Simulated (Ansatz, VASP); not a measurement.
**One calculation of RbBaSi2, two programs**

INCAR

```
PREC = Accurate
ENCUT = 600
EDIFF = 1E-6
ISMEAR = 0
SIGMA = 0.1
LREAL = False
LASPH = True
NELM = 100
ALGO = Normal
ISIF = 3
LWAVE = False
LCHARG = False
GGA = PE
IBRION = 2
NSW = 100
EDIFFG = -0.01
```

The input KPOINTS:

```
regular mesh
0
Gamma
  12 12 6
```

Contents of POSCAR:

```
RbBaSi2
1.0
    5.3345400586      0.0000000000      0.0000000000
   -2.6672700293      4.6198472082      0.0000000000
    0.0000000000      0.0000000000      7.6318079058
Rb Ba Si
1 1 2
Direct
    0.0000000000      0.0000000000      0.0000000000
    0.0000000000      0.0000000000      0.5000000000
    0.3333333333      0.6666666667      0.5000000000
    0.6666666667      0.3333333333      0.5000000000
```

Input for Ansatz:

```yaml
crystal:
  lattice:
    - [5.3345400586, 0.0, 0.0]
    - [-2.6672700293, 4.6198472082, 0.0]
    - [0.0, 0.0, 7.6318079058]
  atoms:
    - { symbol: Rb, position: [0.0, 0.0, 0.0] }
    - { symbol: Ba, position: [0.0, 0.0, 0.5] }
    - { symbol: Si, position: [0.3333333333, 0.6666666667, 0.5] }
    - { symbol: Si, position: [0.6666666667, 0.3333333333, 0.5] }
basis:
  ecutwfc: 420
kpoints:
  mp_grid: { grid: [12, 12, 6] }
hamiltonian:
  xc: pbe
scf:
  occupations: { method: gaussian, width: 0.1 }
output:
  forces: true
  stress: true
  eigenvalues: true
  write_density: true
  write_potential: true
  elf: true
  volumetric_format: npy
relax:
  adjacent_minimum: "off"
  f_tol: 0.01
  max_steps: 80
  cell: { stress_tol: 0.05 }
```

Alike in both runs: task relaxation of cell and atoms; functional PBE; k mesh 12 × 12 × 6; occupations gaussian, width 0.1 eV; no spin polarisation.

|  | VASP | Ansatz |
| --- | --- | --- |
| version | VASP 6.6.1 | Ansatz 0.2.0 |
| potentials or method | VASP PAW PBE potentials, release 64 (Rb_sv, Ba_sv, Si), cutoff 600 eV | scalar-relativistic, plane waves, PAW |
| valence electrons in the cell | 27 | 27 |

```tsv
	VASP	Ansatz	Ansatz less VASP
gap on the k mesh at the Fermi level, each at its own relaxed structure (eV)	none	none	-
relaxed volume (Å³/atom)	47.79	46.85	-0.949
relaxed length of the cell vector where the two differ most in proportion (Å)	5.365	5.324	-0.0405
```

A gap of «none» marks a metal or a gap that the smearing closes.

Spin-orbit coupling is off throughout.
